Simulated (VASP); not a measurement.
Here is a VASP 6.6.1 calculation.

Contents of INCAR:

```
PREC = Accurate
ENCUT = 520
EDIFF = 1E-6
ISMEAR = 0
SIGMA = 0.1
LREAL = F
LASPH = T
NELM = 100
ALGO = Normal
ISIF = 2
LWAVE = F
LCHARG = T
GGA = PE
LELF = T
LVHAR = T
NBANDS = 18
```

File KPOINTS:

```
regular mesh
0
Gamma
  18 18 18
```

The input POSCAR:

```
Si2Mo
1.0
   -1.5731917099      1.5731917099      3.8679142139
    1.5731917099     -1.5731917099      3.8679142139
    1.5731917099      1.5731917099     -3.8679142139
Si Mo
2 1
Direct
    0.3342304913      0.3342304913      0.0000000000
    0.6657695087      0.6657695087      0.0000000000
    0.0000000000      0.0000000000      0.0000000000
```

Potentials or basis: VASP PAW PBE potentials, release 64 (Si, Mo_sv).

The run is started by

```bash
$ cat potpaw_PBE.64/Si/POTCAR potpaw_PBE.64/Mo_sv/POTCAR > POTCAR
$ mpirun -np 1 vasp_std > vasp.out
```

Problem. What does it give for the band gap on the k mesh?

Solution. Zero (bands 11 and 12 overlap by 1.00 eV).

Problem. Predict the pressure.

Solution. 14.7 GPa.

Problem. Estimate the largest force.

Solution. 0.011 eV/Å.

Stress tensor (GPa, compression positive):
```
14.73  0.00  0.00
 0.00 14.73  0.00
 0.00  0.00 14.63
```

Caveat: the cell stands under pressure.
